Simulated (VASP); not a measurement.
Crystal: LiTlSe2.

```xyz
4
Lattice="4.2639 0.0000 0.0000 0.0000 4.2639 0.0000 0.0000 0.0000 5.9802" Properties=species:S:1:pos:R:3 pbc="T T T"
Li    0.0000    0.0000    0.0000
Se    0.0000    2.1320    1.3708
Se    2.1320    0.0000    4.6095
Tl    2.1320    2.1320    2.9901
```

Program: VASP 6.6.1. Alike in all runs: task single point; potentials or basis VASP PAW PBE potentials, release 64 (Li_sv, Se, Tl_d); no spin polarisation; cell as given.

Q: Order these runs on this cell by their band gap on the k mesh, lowest first.
A. level r2SCAN0; k mesh 4 × 4 × 4; cutoff (eV) 720; smearing gaussian 0.01 eV; grid for exact exchange (PRECFOCK) Normal; share of exact exchange 0.25
B. level r2SCAN; k mesh 6 × 6 × 4; cutoff (eV) 520; smearing gaussian 0.01 eV
C. level HSE06; k mesh 4 × 4 × 4; cutoff (eV) 650; smearing gaussian 0.01 eV; grid for exact exchange (PRECFOCK) Normal; share of exact exchange 0.25; screening parameter 0.2079 1/Å
D. level PBE; k mesh 6 × 6 × 4; cutoff (eV) 520; smearing fermi-dirac 0.02 eV

A: D (0.43 eV), B (0.71 eV), C (1.16 eV), A (1.98 eV).

Caveats: spin-orbit coupling is left out, which moves the levels of the heavy elements.

A k mesh can miss the band edges.
